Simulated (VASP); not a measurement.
Here is a VASP 6.6.1 calculation.

File INCAR:

```
SYSTEM = Li3SeF
ALGO = Normal
EDIFF = 1E-7
ENCUT = 520
GGA = PE
ISIF = 2
ISMEAR = 0
LASPH = .TRUE.
LCHARG = .TRUE.
LELF = .TRUE.
LREAL = .FALSE.
LVHAR = .TRUE.
LWAVE = .FALSE.
NBANDS = 19
NELM = 60
PREC = Accurate
SIGMA = 0.1
```

File KPOINTS:

```
k-points
0
G
  12 12 8
  0 0 0
```

The input POSCAR:

```
Li3SeF
1.0
    5.0958474047      0.0000000000      0.0000000000
   -2.5479237024      4.4131333063      0.0000000000
    0.0000000000      0.0000000000      4.7040443984
Li Se F
3 1 1
Direct
    0.5000000000      0.0000000000      0.0000000000
    0.0000000000      0.5000000000      0.0000000000
    0.5000000000      0.5000000000      0.0000000000
    0.0000000000      0.0000000000      0.5000000000
    0.0000000000      0.0000000000      0.0000000000
```

Potentials or basis: VASP PAW PBE potentials, release 64 (Li_sv, Se, F).

The run is started by

```console
$ cat potpaw_PBE.64/Li_sv/POTCAR potpaw_PBE.64/Se/POTCAR potpaw_PBE.64/F/POTCAR > POTCAR
$ mpirun -np 1 vasp_std > vasp.out
```

Task: Estimate the band gap on the k mesh.

Result: Zero (bands 11 and 12 overlap by 0.66 eV).
